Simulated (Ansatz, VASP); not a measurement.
# AlN in VASP and in Ansatz

```xyz
4
Lattice="3.3807 0.0000 0.0000 -1.6904 2.9278 0.0000 0.0000 0.0000 4.0158" Properties=species:S:1:pos:R:3 pbc="T T T"
Al    0.0000    1.9518    3.0118
Al    1.6904    0.9759    1.0039
N     0.0000    1.9518    1.0039
N     1.6904    0.9759    3.0118
```

Alike in both runs: task single point; functional PBEsol; k mesh 9 × 9 × 6; occupations gaussian, width 0.05 eV; no spin polarisation.

```csv
,VASP,Ansatz
version,VASP 6.6.1,Ansatz 0.2.0
potentials or method,"VASP PAW PBE potentials, release 64 (Al, N), cutoff 520 eV","scalar-relativistic, plane waves, PAW"
valence electrons in the cell,16,16
```

Ansatz gave:

- gap on the k mesh at the Fermi level (eV): 3.36
- least direct gap on the mesh (eV): 3.36
- pressure (GPa): -3.7
- traceless stress, the component that is largest in VASP (GPa): 7.50

Question: What did VASP give for the same quantities?

Answer: gap on the k mesh at the Fermi level (eV): 3.37; least direct gap on the mesh (eV): 3.37; pressure (GPa): -3.7; traceless stress, the component that is largest in VASP (GPa): 7.59.

VASP's potentials were made for PBE, not for PBEsol, and Ansatz warns of the same on its side. The functional is the same, so the differences come from potentials, cutoffs and numerics.
